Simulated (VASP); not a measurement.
## C: single point with PBEsol

C:

```
CELL_PARAMETERS angstrom
0.00000 1.71206 1.64073
1.71206 0.00000 1.64073
1.71206 1.71206 0.00000
ATOMIC_POSITIONS crystal
C 0.50000 0.50000 0.50000
C 0.75000 0.75000 0.75000
```

This cell differs from its parent crystal: strain -0.040 along x and y, -0.080 along z.

- Program: VASP 6.6.1
- Task: single point
- Functional: PBEsol
- Potentials or basis: VASP PAW PBE potentials, release 64 (C)
- Cutoff: 520 eV
- k mesh: 12 × 12 × 12
- Occupations: gaussian, width 0.05 eV
- Spin: no spin polarisation

```json
{
 "Pressure": "93.5 GPa",
 "Band gap on the k mesh": "3.23 eV, indirect (least direct gap 5.19 eV)"
}
```

Stress tensor (GPa, compression positive):
```
 78.85   0.00   0.00
  0.00  78.85   0.00
  0.00   0.00 122.75
```

Levels at points of the mesh, in eV from the valence-band top:
| k point | band 1 | band 2 | band 3 | band 4 | band 5 | band 6 | band 7 | band 8 | band 9 |
| --- | --- | --- | --- | --- | --- | --- | --- | --- | --- |
| (0.00, 0.00, 0.00) | -24.33 | -0.69 | -0.69 | 0.00 | 5.19 | 5.75 | 5.75 | 16.84 | 20.81 |
| (0.50, 0.00, 0.00) | -17.47 | -15.89 | -4.15 | -3.29 | 8.34 | 8.50 | 11.11 | 16.49 | 23.71 |
| (0.50, 0.50, 0.00) | -13.96 | -13.96 | -8.34 | -8.34 | 3.74 | 3.74 | 19.12 | 19.12 | 26.41 |
| (0.50, 0.00, 0.50) | -14.75 | -14.75 | -7.60 | -7.60 | 4.87 | 4.87 | 18.80 | 18.80 | 25.62 |

It took 7.3 s on 1 thread of Intel(R) Xeon(R) Platinum 8559C (Emerald Rapids), on a shared host, peak memory 0.12 GiB.

Caveat: the cell differs from its parent crystal (strain -0.040 along x and y, -0.080 along z); the PAW data sets were made with another functional, which shifts forces and pressure a little. A k mesh can miss the band edges.
